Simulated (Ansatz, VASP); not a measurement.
HfSn3S8 in VASP and in Ansatz

```xyz
12
Lattice="3.6897 0.0000 0.0000 -1.8449 3.1954 0.0000 0.0000 0.0000 27.2739" Properties=species:S:1:pos:R:3 pbc="T T T"
Hf    0.0000    0.0000   13.6369
Sn    0.0000    0.0000    0.0000
Sn    0.0000    0.0000    6.8619
Sn    0.0000    0.0000   20.4120
S     0.0000    2.1302    1.4825
S     0.0000    2.1302    8.3444
S     0.0000    2.1302   15.0661
S     0.0000    2.1302   21.8945
S     1.8449    1.0651    5.3793
S     1.8449    1.0651   12.2078
S     1.8449    1.0651   18.9295
S     1.8449    1.0651   25.7914
```

Alike in both runs: functional PBE; k mesh 12 × 12 × 2; occupations gaussian, width 0.02 eV; no spin polarisation.

Ansatz relaxed the structure, and its values are those at the end. VASP's run is a single point on that final structure, the one shown.

|  | VASP | Ansatz |
| --- | --- | --- |
| version | VASP 6.6.1 | Ansatz 0.2.0 |
| potentials or method | VASP PAW PBE potentials, release 64 (Hf_pv, Sn_d, S), cutoff 520 eV | scalar-relativistic, plane waves, PAW |
| valence electrons in the cell | 100 | 116 |

```tsv
	VASP	Ansatz	Ansatz less VASP
gap on the k mesh at the Fermi level (eV)	1.23	1.21	-0.023
least direct gap on the mesh (eV)	1.76	1.76	+0.002
pressure (GPa)	-0.2	0.0	+0.20
rms of the force components (eV/Å)	0.016	0.001	-0.0154
```

VASP's potentials hold 100 valence electrons a cell and Ansatz's 116, so a difference there can come from the potentials and not from the codes.

Spin-orbit coupling is off throughout.
